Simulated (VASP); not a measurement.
Input of a VASP 6.6.1 run:

INCAR

```
SYSTEM = Ge3H
ALGO     = Normal         ! electronic algorithm
EDIFF    = 1E-6           ! SCF threshold, eV
ENCUT    = 410            ! plane-wave cutoff, eV
GGA      = PE             ! functional
GGA_COMPAT= .False.      
ISIF     = 2              ! what is computed and relaxed
ISMEAR   = 0              ! smearing method
LASPH    = .True.         ! aspherical terms in the spheres
LCHARG   = .True.         ! write CHGCAR
LELF     = .True.         ! ELF
LREAL    = .False.        ! projectors in reciprocal space
LVHAR    = .True.       
LWAVE    = .False.        ! write WAVECAR
NBANDS   = 100            ! bands
NELM     = 120            ! most SCF steps
PREC     = Accurate       ! precision mode
SIGMA    = 0.05           ! smearing width, eV
```

Contents of KPOINTS:

```
k-points
0
Gamma
  1 1 8
  0 0 0
```

Contents of POSCAR:

```
Ge3H
1.0
   21.7000000000      0.0000000000      0.0000000000
    0.0000000000     10.0000000000      0.0000000000
    0.0000000000      0.0000000000      7.0080600155
Ge H
12 4
Direct
    0.7297059591      0.4657717561      0.3383383973
    0.5467887628      0.4662560120      0.3332805282
    0.6392218784      0.4650408237      0.8328091466
    0.3607781216      0.4650408237      0.3328091466
    0.4532112372      0.4662560120      0.8332805282
    0.2702940409      0.4657717561      0.8383383973
    0.6392218784      0.5349591763      0.1671908534
    0.7297059591      0.5342282439      0.6616616027
    0.4532112372      0.5337439880      0.1667194718
    0.5467887628      0.5337439880      0.6667194718
    0.2702940409      0.5342282439      0.1616616027
    0.3607781216      0.5349591763      0.6671908534
    0.7901817779      0.5062090027      0.2315401674
    0.2098182221      0.5062090027      0.7315401674
    0.7901817779      0.4937909973      0.7684598326
    0.2098182221      0.4937909973      0.2684598326
```

Potentials or basis: VASP PAW PBE potentials, release 64 (Ge_d, H).

The run is started by

```bash
$ cat potpaw_PBE.64/Ge_d/POTCAR potpaw_PBE.64/H/POTCAR > POTCAR
$ mpirun -np 1 vasp_std > vasp.out
```

**Question.** What does it give for the band gap on the k mesh?

**Answer.** 0.46 eV.

**Question.** Estimate the largest force.

**Answer.** 0.036 eV/Å.

Forces in eV/Å, atoms in the order of the input:
```
Ge   0.013  0.020 -0.008
Ge  -0.001  0.000  0.004
Ge   0.004 -0.002  0.004
Ge  -0.004 -0.002  0.004
Ge   0.001  0.000  0.004
Ge  -0.013  0.020 -0.008
Ge   0.004  0.002 -0.004
Ge   0.013 -0.020  0.008
Ge   0.001  0.000 -0.004
Ge  -0.001  0.000 -0.004
Ge  -0.013 -0.020  0.008
Ge  -0.004  0.002 -0.004
H   -0.026 -0.018  0.017
H    0.026 -0.018  0.017
H   -0.026  0.018 -0.017
H    0.026  0.018 -0.017
```
